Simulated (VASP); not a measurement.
Runs of VASP 6.6.1 on Sn. The structure is that of space group Fm-3m (No. 225), or close to it. The cells are those of the table. 

```tsv
task	cell	k mesh	cutoff (eV)	gap on the mesh (eV)	pressure (GPa)
relaxation of cell and atoms	relaxed from a = 2.682 Å, angles 60.0°, 1 atom	8 × 8 × 8	600	none	-0.2
single point	a = 3.349 Å, angles 60.0°, 1 atom	16 × 16 × 16	520	none	(a)
relaxation of cell and atoms	relaxed from a = 3.349 Å, angles 60.0°, 1 atom	16 × 16 × 16	600	none	0.0
single point	a = 2.682 Å, angles 60.0°, 1 atom	8 × 8 × 8	520	none	177.8
single point	a = 3.349 Å, angles 60.0°, 1 atom	8 × 8 × 8	520	none	0.0
```

Alike in all rows: level PBEsol; potentials or basis VASP PAW PBE potentials, release 64 (Sn_d); no spin polarisation; smearing gaussian 0.1 eV.

Task: Fill in the values left out.

Result: (a) -0.1.

Caveats: the PAW data sets were made with another functional, which shifts forces and pressure a little; spin-orbit coupling is left out, which moves the levels of the heavy elements; the relaxation stopped at its first step, so nothing moved (some runs).

A k mesh can miss the band edges, and the runs leave out spin-orbit coupling on Sn.

A gap of «none» marks levels without a gap at the run's occupations.
